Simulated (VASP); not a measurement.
Here is a VASP 6.6.1 calculation.

INCAR

```
SYSTEM = ScAl4N
  PREC = Accurate
  ENCUT = 600
  EDIFF = 1E-6
  ISMEAR = 0
  SIGMA = 0.1
  LREAL = .False.
  LASPH = .True.
  NELM = 100
  ALGO = Normal
  ISIF = 3
  LWAVE = .False.
  LCHARG = .False.
  GGA = PE
  IBRION = 2
  NSW = 90
  EDIFFG = -0.04
```

The input KPOINTS:

```
regular mesh
0
Gamma
  6 6 6
  0 0 0
```

File POSCAR:

```
ScAl4N
1.0
    2.4487124400      1.4137647900      4.3024211500
   -2.4487124400      1.4137647900      4.3024211500
    0.0000000000     -2.8275295700      4.3024211500
Sc Al N
1 4 1
Direct
    0.0002918800      0.0002918800      0.0002918800
    0.3691721000      0.8675298100      0.3691721000
    0.3691721000      0.3691721000      0.8675298100
    0.8675298100      0.3691721000      0.3691721000
    0.7721425900      0.7721425900      0.7721425900
    0.3716915200      0.3716915200      0.3716915200
```

Potentials or basis: VASP PAW PBE potentials, release 64 (Sc_sv, Al, N).

Run with:

```sh
$ cat potpaw_PBE.64/Sc_sv/POTCAR potpaw_PBE.64/Al/POTCAR potpaw_PBE.64/N/POTCAR > POTCAR
$ mpirun -np 1 vasp_std > vasp.out
```

Q: Predict the relaxed cell.

A: a = 5.049 Å, b = 5.049 Å, c = 5.049 Å, α = 64.31°, β = 64.31°, γ = 64.31°.

Q: Estimate the relaxed volume.

A: 16.60 Å³/atom.

Q: What does it give for the band gap on the k mesh?

A: Zero (bands 14 and 15 overlap by 1.15 eV).

Final structure:
```cif
data_structure
_symmetry_space_group_name_H-M 'P 1'
_symmetry_Int_Tables_number 1
_cell_length_a 5.0486
_cell_length_b 5.0486
_cell_length_c 5.0486
_cell_angle_alpha 64.309
_cell_angle_beta 64.309
_cell_angle_gamma 64.309
_cell_volume 99.60
loop_
_atom_site_label
_atom_site_type_symbol
_atom_site_fract_x
_atom_site_fract_y
_atom_site_fract_z
_atom_site_occupancy
Sc1 Sc 0.98466 0.98466 0.98466 1
Al1 Al 0.36831 0.86458 0.36831 1
Al2 Al 0.36831 0.36831 0.86458 1
Al3 Al 0.86458 0.36831 0.36831 1
Al4 Al 0.72439 0.72439 0.72439 1
N1 N 0.43975 0.43975 0.43975 1
```
